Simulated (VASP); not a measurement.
# BaTiO3 (P1) in VASP: single point with PBE+U

Aim: the single point of BaTiO3 with PBE+U.

All numbers are computed with VASP 6.6.1; they aren't measurements. Logs are shortened: lines on timing, memory, paths and dates and some standing lists are left out, and cuts for length are marked.

## (1) The cell of the first run

The typed cell holds 10 atoms: a = 4.051 Å, b = 4.051 Å, c = 8.103 Å, α = 89.83°, β = 89.83°, γ = 89.83°.

## (2) Single point, PBE+U (mode 26 (455.9 1/cm) frozen in, largest displacement +0.050 Å)

INCAR reads:

```
SYSTEM = BaTiO3
  ALGO = Normal
  EDIFF = 1E-6
  ENCUT = 520
  GGA = PE
  ISIF = 2
  ISMEAR = 0
  LASPH = .TRUE.
  LCHARG = .TRUE.
  LDAU = .TRUE.
  LDAUJ = 0 0 0
  LDAUL = -1 2 -1
  LDAUPRINT = 1
  LDAUTYPE = 2
  LDAUU = 0 4 0
  LELF = .TRUE.
  LMAXMIX = 4
  LREAL = .FALSE.
  LVHAR = .TRUE.
  LWAVE = .FALSE.
  NBANDS = 51
  NELM = 150
  PREC = Accurate
  SIGMA = 0.05
```

KPOINTS reads:

```
k-points
0
G
  6 6 4
  0 0 0
```

POSCAR reads:

```
BaTiO3
1.0
    2.8603720851      1.6514365933      2.3460535783
   -2.8603720851      1.6514365933      2.3460535783
    0.0000000000     -6.6057463733      4.6921071566
Ba Ti O
2 2 6
Direct
    0.0027385099      0.0027521191      0.0012746456
    0.0027385099      0.0027521191      0.5012746456
    0.5123857779      0.5122889453      0.2568650674
    0.5123857779      0.5122889453      0.7568650674
    0.4929682559      0.4936771487      0.4970668465
    0.4929682559      0.4936771487      0.9970668465
    0.4935859866      0.9761977430      0.2418661675
    0.4935859866      0.9761977430      0.7418661675
    0.9774014852      0.4942537330      0.2418458531
    0.9774014852      0.4942537330      0.7418458531
```

Potentials or basis: VASP PAW PBE potentials, release 64 (Ba_sv, Ti_sv, O).

Started as:

```console
$ cat potpaw_PBE.64/Ba_sv/POTCAR potpaw_PBE.64/Ti_sv/POTCAR potpaw_PBE.64/O/POTCAR > POTCAR
$ mpirun -np 1 vasp_std > vasp.out
```

OUTCAR:

```text
SYSTEM = BaTiO3
   EDIFF = 1E-6
   ENCUT = 520
   GGA = PE
   ISIF = 2
   ISMEAR = 0
   LASPH = .TRUE.
   LREAL = .FALSE.
   NELM = 150
   PREC = Accurate

 ion  position               nearest neighbor table
   1  0.003  0.003  0.001-   7 2.79   9 2.79   6 2.82   9 2.83   7 2.84   6 2.86   6 2.86   8 2.89
                            10 2.89   6 2.92  10 2.95   8 2.95   4 3.45   4 3.48   4 3.48   3 3.49
   2  0.003  0.003  0.501-   8 2.79  10 2.79   5 2.82  10 2.83   8 2.84   5 2.86   5 2.86   7 2.89
                             9 2.89   5 2.92   9 2.95   7 2.95   3 3.45   3 3.48   3 3.48   4 3.49
   3  0.512  0.512  0.257-   7 1.88   9 1.89   5 1.95   6 2.11   9 2.17   7 2.18   2 3.45   2 3.48
                             2 3.48   1 3.49   2 3.52   1 3.53   1 3.53   1 3.59
   4  0.512  0.512  0.757-   8 1.88  10 1.89   6 1.95   5 2.11  10 2.17   8 2.18   1 3.45   1 3.48
                             1 3.48   2 3.49   1 3.52   2 3.53   2 3.53   2 3.59
   5  0.493  0.494  0.497-   3 1.95   4 2.11   2 2.82   2 2.86   2 2.86   2 2.92
   6  0.493  0.494  0.997-   4 1.95   3 2.11   1 2.82   1 2.86   1 2.86   1 2.92
   7  0.494  0.976  0.242-   3 1.88   3 2.18   1 2.79   1 2.84   2 2.89   2 2.95
   8  0.494  0.976  0.742-   4 1.88   4 2.18   2 2.79   2 2.84   1 2.89   1 2.95
   9  0.977  0.494  0.242-   3 1.89   3 2.17   1 2.79   1 2.83   2 2.89   2 2.95
  10  0.977  0.494  0.742-   4 1.89   4 2.17   2 2.79   2 2.83   1 2.89   1 2.95

  LATTYP: Found a base centered monoclinic cell.
 ALAT       =     5.7380171537
 B/A-ratio  =     0.9969897296
 C/A-ratio  =     1.4120865841
 COS(beta)  =    -0.0042571605

  Lattice vectors:

 A1 = (  -2.8603720851,  -1.6514365933,  -2.3460535783)
 A2 = (   2.8603720851,  -1.6514365933,  -2.3460535783)
 A3 = (   0.0000000000,  -6.6057463733,   4.6921071566)

Analysis of symmetry for initial positions (statically):
=====================================================================
 Subroutine PRICEL returns following result:

  LATTYP: Found a trigonal (rhomboedric) cell.
 ALAT       =     4.0512885208
 COS(alpha) =     0.0030148013

  Lattice vectors:

 A1 = (   2.8603720851,   1.6514365933,   2.3460535783)
 A2 = (  -2.8603720851,   1.6514365933,   2.3460535783)
 A3 = (   0.0000000000,  -3.3028731866,   2.3460535783)

   2 primitive cells build up your supercell.

 Routine SETGRP: Setting up the symmetry group for a
 base centered monoclinic supercell.

 Subroutine GETGRP returns: Found  1 space group operations
 (whereof  1 operations were pure point group operations)
 out of a pool of  4 trial point group operations.

The static configuration has the point symmetry C_1 .

Analysis of symmetry for dynamics (positions and initial velocities):
=====================================================================
 Subroutine PRICEL returns following result:

  LATTYP: Found a trigonal (rhomboedric) cell.
 ALAT       =     4.0512885208
 COS(alpha) =     0.0030148013

  Lattice vectors:

 A1 = (   2.8603720851,   1.6514365933,   2.3460535783)
 A2 = (  -2.8603720851,   1.6514365933,   2.3460535783)
 A3 = (   0.0000000000,  -3.3028731866,   2.3460535783)

   2 primitive cells build up your supercell.

 Routine SETGRP: Setting up the symmetry group for a
 base centered monoclinic supercell.

 Subroutine GETGRP returns: Found  1 space group operations
 (whereof  1 operations were pure point group operations)
 out of a pool of  4 trial point group operations.

The dynamic configuration has the point symmetry C_1 .

 Subroutine INISYM returns: Found  1 space group operations
 (whereof  1 operations are pure point group operations),
 and found     2 'primitive' translations

----------------------------------------------------------------------------------------

                                     Primitive cell

  volume of cell :      66.4926

  direct lattice vectors                    reciprocal lattice vectors
     2.860372085  1.651436593  2.346053578     0.174802433  0.100922232  0.142082575
[... 109 lines left out ...]
   IALGO  =     38    algorithm
   IMIX   =      4    mixing-type and parameters
     AMIX     =   0.40;   BMIX     =  1.00
     AMIX_MAG =   1.60;   BMIX_MAG =  1.00
  volume/ion in A,a.u.               =      13.30        89.74
  Fermi-wavevector in a.u.,A,eV,Ry     =   1.381986  2.611575 25.985565  1.909885
  Thomas-Fermi vector in A             =   2.506719
   LORBIT       =      0    0 simple, 1 ext, 2 COOP (PROOUT), +10 PAW based schemes
 LDA+U is selected, type is set to LDAUTYPE =  2
   angular momentum for each species LDAUL =    -1    2   -1
   U (eV)           for each species LDAUU =   0.0  4.0  0.0
   J (eV)           for each species LDAUJ =   0.0  0.0  0.0
   GGA     = PE    functional components
   LHFCALC =     F    Hartree Fock is set to
   AEXX    =    0.0000 exact exchange contribution
   IVDW    =     0    specifies the selected vdW correction
   LEPSILON=     F    determine dielectric tensor
   LRPA    =     F    only Hartree local field effects (RPA)
 non-spin polarized calculation
 Gauss-broadening in eV      SIGMA  =   0.05
  energy-cutoff  :      520.00
  volume of cell :      132.99
 maximum number of plane-waves:      3606
   NGX = 15   NGY = 15   NGZ = 31

atom =   3  type =  2  l = 2

 onsite density matrix

spin component  1

  0.1629 -0.0003  0.0002  0.0667 -0.0002
 -0.0003  0.1888 -0.0021 -0.0002  0.0596
  0.0002 -0.0021  0.1086  0.0001 -0.0032
  0.0667 -0.0002  0.0001  0.1915 -0.0003
 -0.0002  0.0596 -0.0032 -0.0003  0.1573

spin component  2

  0.1629 -0.0003  0.0002  0.0667 -0.0002
 -0.0003  0.1888 -0.0021 -0.0002  0.0596
  0.0002 -0.0021  0.1086  0.0001 -0.0032
  0.0667 -0.0002  0.0001  0.1915 -0.0003
 -0.0002  0.0596 -0.0032 -0.0003  0.1573

 occupancies and eigenvectors

  o =  0.1080  v = -0.1069 -0.1896  0.9281  0.0846  0.2901  0.0000  0.0000  0.0000  0.0000  0.0000      0.0000  0.0000  0.0000  0.0000  0.0000  0.0000  0.0000  0.0000  0.0000  0.0000
  o =  0.1080  v =  0.0000  0.0000  0.0000  0.0000  0.0000 -0.1069 -0.1896  0.9281  0.0846  0.2901      0.0000  0.0000  0.0000  0.0000  0.0000  0.0000  0.0000  0.0000  0.0000  0.0000
  o =  0.1090  v =  0.7701 -0.0173  0.1327 -0.6230  0.0296  0.0000  0.0000  0.0000  0.0000  0.0000      0.0000  0.0000  0.0000  0.0000  0.0000  0.0000  0.0000  0.0000  0.0000  0.0000
  o =  0.1090  v =  0.0000  0.0000  0.0000  0.0000  0.0000  0.7701 -0.0173  0.1327 -0.6230  0.0296      0.0000  0.0000  0.0000  0.0000  0.0000  0.0000  0.0000  0.0000  0.0000  0.0000
  o =  0.1119  v =  0.0118 -0.5804 -0.3467 -0.0082  0.7367  0.0000  0.0000  0.0000  0.0000  0.0000      0.0000  0.0000  0.0000  0.0000  0.0000  0.0000  0.0000  0.0000  0.0000  0.0000
  o =  0.1119  v =  0.0000  0.0000  0.0000  0.0000  0.0000  0.0118 -0.5804 -0.3467 -0.0082  0.7367      0.0000  0.0000  0.0000  0.0000  0.0000  0.0000  0.0000  0.0000  0.0000  0.0000
  o =  0.2347  v =  0.0000  0.0000  0.0000  0.0000  0.0000  0.0243  0.7911 -0.0290  0.0309  0.6097      0.0000  0.0000  0.0000  0.0000  0.0000  0.0000  0.0000  0.0000  0.0000  0.0000
  o =  0.2347  v =  0.0243  0.7911 -0.0290  0.0309  0.6097  0.0000  0.0000  0.0000  0.0000  0.0000      0.0000  0.0000  0.0000  0.0000  0.0000  0.0000  0.0000  0.0000  0.0000  0.0000
  o =  0.2454  v = -0.6283  0.0307 -0.0029 -0.7770  0.0243  0.0000  0.0000  0.0000  0.0000  0.0000      0.0000  0.0000  0.0000  0.0000  0.0000  0.0000  0.0000  0.0000  0.0000  0.0000
  o =  0.2454  v =  0.0000  0.0000  0.0000  0.0000  0.0000 -0.6283  0.0307 -0.0029 -0.7770  0.0243      0.0000  0.0000  0.0000  0.0000  0.0000  0.0000  0.0000  0.0000  0.0000  0.0000

atom =   4  type =  2  l = 2

 onsite density matrix

spin component  1

  0.1629 -0.0003  0.0002  0.0667 -0.0002
 -0.0003  0.1888 -0.0021 -0.0002  0.0596
  0.0002 -0.0021  0.1086  0.0001 -0.0032
  0.0667 -0.0002  0.0001  0.1915 -0.0003
 -0.0002  0.0596 -0.0032 -0.0003  0.1573

spin component  2

  0.1629 -0.0003  0.0002  0.0667 -0.0002
 -0.0003  0.1888 -0.0021 -0.0002  0.0596
  0.0002 -0.0021  0.1086  0.0001 -0.0032
  0.0667 -0.0002  0.0001  0.1915 -0.0003
 -0.0002  0.0596 -0.0032 -0.0003  0.1573

 occupancies and eigenvectors

  o =  0.1080  v = -0.1069 -0.1896  0.9281  0.0846  0.2901  0.0000  0.0000  0.0000  0.0000  0.0000      0.0000  0.0000  0.0000  0.0000  0.0000  0.0000  0.0000  0.0000  0.0000  0.0000
  o =  0.1080  v =  0.0000  0.0000  0.0000  0.0000  0.0000 -0.1069 -0.1896  0.9281  0.0846  0.2901      0.0000  0.0000  0.0000  0.0000  0.0000  0.0000  0.0000  0.0000  0.0000  0.0000
  o =  0.1090  v =  0.7701 -0.0173  0.1327 -0.6230  0.0296  0.0000  0.0000  0.0000  0.0000  0.0000      0.0000  0.0000  0.0000  0.0000  0.0000  0.0000  0.0000  0.0000  0.0000  0.0000
  o =  0.1090  v =  0.0000  0.0000  0.0000  0.0000  0.0000  0.7701 -0.0173  0.1327 -0.6230  0.0296      0.0000  0.0000  0.0000  0.0000  0.0000  0.0000  0.0000  0.0000  0.0000  0.0000
  o =  0.1119  v =  0.0118 -0.5804 -0.3467 -0.0082  0.7367  0.0000  0.0000  0.0000  0.0000  0.0000      0.0000  0.0000  0.0000  0.0000  0.0000  0.0000  0.0000  0.0000  0.0000  0.0000
  o =  0.1119  v =  0.0000  0.0000  0.0000  0.0000  0.0000  0.0118 -0.5804 -0.3467 -0.0082  0.7367      0.0000  0.0000  0.0000  0.0000  0.0000  0.0000  0.0000  0.0000  0.0000  0.0000
  o =  0.2347  v =  0.0000  0.0000  0.0000  0.0000  0.0000  0.0243  0.7911 -0.0290  0.0309  0.6097      0.0000  0.0000  0.0000  0.0000  0.0000  0.0000  0.0000  0.0000  0.0000  0.0000
  o =  0.2347  v =  0.0243  0.7911 -0.0290  0.0309  0.6097  0.0000  0.0000  0.0000  0.0000  0.0000      0.0000  0.0000  0.0000  0.0000  0.0000  0.0000  0.0000  0.0000  0.0000  0.0000
  o =  0.2454  v = -0.6283  0.0307 -0.0029 -0.7770  0.0243  0.0000  0.0000  0.0000  0.0000  0.0000      0.0000  0.0000  0.0000  0.0000  0.0000  0.0000  0.0000  0.0000  0.0000  0.0000
  o =  0.2454  v =  0.0000  0.0000  0.0000  0.0000  0.0000 -0.6283  0.0307 -0.0029 -0.7770  0.0243      0.0000  0.0000  0.0000  0.0000  0.0000  0.0000  0.0000  0.0000  0.0000  0.0000

 number of electron      80.0000022 magnetization

 Free energy of the ion-electron system (eV)
  ---------------------------------------------------
  ext. energy  EPLUGINS =         0.00000000
  ---------------------------------------------------
  free energy    TOTEN  =       -74.53803045 eV

  energy without entropy =      -74.53803045  energy(sigma->0) =      -74.53803045

 E-fermi :   3.9574     XC(G=0): -11.0611

 val. band max:        3.6662465082   @ k =   0.5000   0.5000  -0.0000
 cond. band min:       6.2791485356   @ k =   0.0000   0.0000   0.0000
 fundamental gap:      2.6129020274
 Fermi energy:         3.9573837560

 k-point     1 :       0.0000    0.0000    0.0000
  band No.  band energies     occupation
      1     -53.9302      2.00000
      2     -53.9293      2.00000
      3     -30.1282      2.00000
      4     -30.1246      2.00000
      5     -30.1209      2.00000
      6     -30.1139      2.00000
[... 1285 lines left out ...]
     50      10.2632      0.00000
     51      10.5065      0.00000

 [... further k-points ...]

------------------------ aborting loop because EDIFF is reached ----------------------------------------

  FORCE on cell =-STRESS in cart. coord.  units (eV):
  Direction    XX          YY          ZZ          XY          YZ          ZX
  --------------------------------------------------------------------------------------
  -------------------------------------------------------------------------------------
  Total        3.9424178      2.4132951      2.8579422     -0.0446872      0.6712856     -0.0546176
  in kB       47.4973768     29.0748445     34.4318545     -0.5383814      8.0875007     -0.6580206
  external PRESSURE =      37.0013586 kB  Pullay stress =       0.0000000 kB

 VOLUME and BASIS-vectors are now :
 -----------------------------------------------------------------------------
  energy-cutoff  :      520.00
  volume of cell :      132.99
      direct lattice vectors                 reciprocal lattice vectors
     2.860372085  1.651436593  2.346053578     0.174802433  0.100922232  0.142082575
    -2.860372085  1.651436593  2.346053578    -0.174802433  0.100922232  0.142082575
     0.000000000 -6.605746373  4.692107157     0.000000000 -0.100922232  0.071041287

 POSITION                                       TOTAL-FORCE (eV/Angst)
 -----------------------------------------------------------------------------------
     -0.00004      0.00065      0.01886         0.002259     -0.039922     -0.037784
     -0.00004     -3.30223      2.36492         0.002259     -0.039922     -0.037784
      0.00028     -0.00460      3.60918         0.003570     -0.003816     -0.626299
      0.00028     -3.30747      5.95523         0.003570     -0.003816     -0.626299
     -0.00203     -1.65412      4.64701         0.025446      0.136599     -0.356443
     -0.00203     -4.95699      6.99307         0.025446      0.136599     -0.356443
     -1.38045      0.82955      4.58305        -0.659818     -0.022862      0.540991
     -1.38045     -2.47333      6.92911        -0.659818     -0.022862      0.540991
      1.38198      0.83277      4.58735         0.628542     -0.070000      0.479534
      1.38198     -2.47010      6.93340         0.628542     -0.070000      0.479534
 -----------------------------------------------------------------------------------
    total drift:                                0.000074     -0.000644     -0.002062

  FREE ENERGIE OF THE ION-ELECTRON SYSTEM (eV)
  ---------------------------------------------------
  free  energy   TOTEN  =       -74.5380304475 eV

  energy  without entropy=      -74.5380304475  energy(sigma->0) =      -74.53803045
```

It took 19 min on 1 thread of Intel Xeon 8259CL, shared host; peak memory 0.52 GiB.

What came out:

```yaml
Free_energy: -74.5380 eV
Pressure: 3.7 GPa
Largest_force: 0.854 eV/Å
Band_gap_on_the_k_mesh: 2.61 eV
```

Forces on the atoms (eV/Å):
```
Ba   0.002 -0.040 -0.038
Ba   0.002 -0.040 -0.038
Ti   0.004 -0.004 -0.626
Ti   0.004 -0.004 -0.626
O    0.025  0.137 -0.356
O    0.025  0.137 -0.356
O   -0.660 -0.023  0.541
O   -0.660 -0.023  0.541
O    0.629 -0.070  0.480
O    0.629 -0.070  0.480
```

Levels at points of the mesh, in eV from the valence-band top:
| k point | band 37 | band 38 | band 39 | band 40 | band 41 | band 42 | band 43 | band 44 |
| --- | --- | --- | --- | --- | --- | --- | --- | --- |
| (0.00, 0.00, 0.00) | -0.90 | -0.48 | -0.42 | -0.42 | 2.61 | 2.62 | 2.71 | 2.77 |
| (0.50, 0.00, 0.00) | -0.94 | -0.91 | -0.88 | -0.08 | 2.79 | 3.95 | 4.03 | 4.04 |
| (0.00, 0.50, 0.00) | -0.94 | -0.90 | -0.87 | -0.09 | 2.79 | 3.95 | 4.03 | 4.04 |
| (0.50, 0.50, 0.00) | -0.14 | -0.06 | -0.02 | 0.00 | 4.01 | 4.02 | 4.39 | 4.50 |
| (0.00, 0.00, 0.50) | -0.66 | -0.66 | -0.66 | -0.66 | 2.69 | 2.69 | 3.28 | 3.28 |
| (0.50, 0.00, 0.50) | -1.04 | -1.04 | -0.50 | -0.50 | 3.37 | 3.37 | 4.00 | 4.00 |
| (0.00, 0.50, 0.50) | -1.04 | -1.04 | -0.50 | -0.50 | 3.37 | 3.37 | 4.00 | 4.00 |
| (0.50, 0.50, 0.50) | -0.50 | -0.50 | -0.10 | -0.10 | 4.20 | 4.20 | 4.28 | 4.28 |

Eigenvalues of the final occupation matrices:
```
    site  spin  trace               eigenvalues
site 3 d     1   0.81  0.11 0.11 0.11 0.23 0.25
site 3 d     2   0.81  0.11 0.11 0.11 0.23 0.25
site 4 d     1   0.81  0.11 0.11 0.11 0.23 0.25
site 4 d     2   0.81  0.11 0.11 0.11 0.23 0.25
```

Caveat: the cell differs from its parent crystal (mode 26 (455.9 1/cm) frozen in, largest displacement +0.050 Å); spin-orbit coupling is left out, which moves the levels of the heavy elements.
